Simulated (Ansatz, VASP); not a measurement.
**One calculation of Hf, two programs**

INCAR

```
SYSTEM = Hf
PREC = Accurate
ENCUT = 520
EDIFF = 1E-7
ISMEAR = 0
SIGMA = 0.15
LREAL = .FALSE.
LASPH = .TRUE.
NELM = 100
ALGO = Fast
ISIF = 2
LWAVE = .FALSE.
LCHARG = .TRUE.
GGA = PE
LELF = .TRUE.
LVHAR = .TRUE.
NBANDS = 17
```

The input KPOINTS:

```
Automatic mesh
0
G
  18 18 10
  0 0 0
```

Contents of POSCAR:

```
Hf
1.0
    3.1966985242      0.0000000000      0.0000000000
   -1.5983492621      2.7684221302      0.0000000000
    0.0000000000      0.0000000000      5.0578000000
Hf
2
Direct
    0.2520596007      0.5041192014      0.2500000000
    0.6666666667      0.3333333333      0.7500000000
```

Input for Ansatz:

```yaml
crystal:
  lattice:
    - [3.1966985242, 0.0, 0.0]
    - [-1.5983492621, 2.7684221302, 0.0]
    - [0.0, 0.0, 5.0578]
  atoms:
    - { symbol: Hf, position: [0.2520596007, 0.5041192014, 0.25] }
    - { symbol: Hf, position: [0.6666666667, 0.3333333333, 0.75] }
basis:
  ecutwfc: 420
kpoints:
  mp_grid: { grid: [18, 18, 10] }
hamiltonian:
  xc: pbe
scf:
  occupations: { method: gaussian, width: 0.15 }
output:
  forces: true
  stress: true
  eigenvalues: true
```

Alike in both runs: task single point; functional PBE; k mesh 18 × 18 × 10; occupations gaussian, width 0.15 eV; no spin polarisation.

|  | VASP | Ansatz |
| --- | --- | --- |
| version | VASP 6.6.1 | Ansatz 0.2.0 |
| potentials or method | VASP PAW PBE potentials, release 64 (Hf_pv), cutoff 520 eV | scalar-relativistic, plane waves, PAW |
| valence electrons in the cell | 20 | 52 |

```tsv
	VASP	Ansatz	Ansatz less VASP
gap on the k mesh at the Fermi level (eV)	none	none	-
pressure (GPa)	0.0	0.4	+0.41
traceless stress, the component that is largest in VASP (GPa)	-3.66	-3.75	-0.091
rms of the force components (eV/Å)	0.327	0.325	-0.0022
```

Atom by atom the forces differ by 0.002 eV/Å (rms over components). A gap of «none» marks a metal or a gap that the smearing closes. VASP's potentials hold 20 valence electrons a cell and Ansatz's 52, so a difference there can come from the potentials and not from the codes.

Spin-orbit coupling is off throughout.
